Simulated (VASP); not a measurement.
# CoSn2: single point with PBEsol

CoSn2:

```
CELL_PARAMETERS angstrom
-3.05754 3.05754 2.62213
3.05754 -3.05754 2.62213
3.05754 3.05754 -2.62213
ATOMIC_POSITIONS crystal
Co 0.25000 0.25000 0.00000
Co 0.75000 0.75000 0.00000
Sn 0.66555 0.16555 0.83111
Sn 0.16555 0.33445 0.50000
Sn 0.33445 0.83445 0.16889
Sn 0.83445 0.66555 0.50000
```

```yaml
Program: VASP 6.6.1
Task: single point
Functional: PBEsol
Potentials_or_basis: VASP PAW PBE potentials, release 64 (Co, Sn_d)
Cutoff: 520 eV
k_mesh: 8 × 8 × 8
Occupations: gaussian, width 0.1 eV
Spin: no spin polarisation
Dipole_correction: no
Further_INCAR_settings: ALGO = Fast; EDIFF = 1e-06; NBANDS = 46
```

```json
{
 "Pressure": "11.9 GPa",
 "Band gap on the k mesh": "zero (bands 37 and 38 overlap by 1.84 eV)"
}
```

Levels at points of the mesh, in eV from the Fermi level:
| k point | band 34 | band 35 | band 36 | band 37 | band 38 | band 39 | band 40 | band 41 |
| --- | --- | --- | --- | --- | --- | --- | --- | --- |
| (0.00, 0.00, 0.00) | -1.53 | -1.31 | -1.16 | -0.66 | -0.66 | 0.50 | 0.61 | 0.70 |
| (0.50, 0.00, 0.00) | -1.18 | -0.82 | -0.82 | 0.23 | 0.23 | 2.30 | 2.30 | 3.53 |
| (0.50, 0.50, 0.00) | -1.28 | -1.19 | -0.80 | -0.66 | 0.83 | 0.99 | 1.79 | 3.32 |
| (0.50, 0.50, 0.50) | -0.78 | -0.78 | 0.29 | 0.58 | 1.75 | 2.76 | 2.76 | 2.91 |

Run time: 3.5 min on 1 thread of AMD EPYC 9R45 96-Core Processor (Zen 5) (shared host), peak memory 0.34 GiB.

Caveat: the cell stands under pressure; the PAW data sets were made with another functional, which shifts forces and pressure a little; spin-orbit coupling is left out, which moves the levels of the heavy elements; the run has no spin polarisation, though such a crystal can be magnetic. Spin polarisation is off, so any magnetic state and its effect on volume and gap are missing.
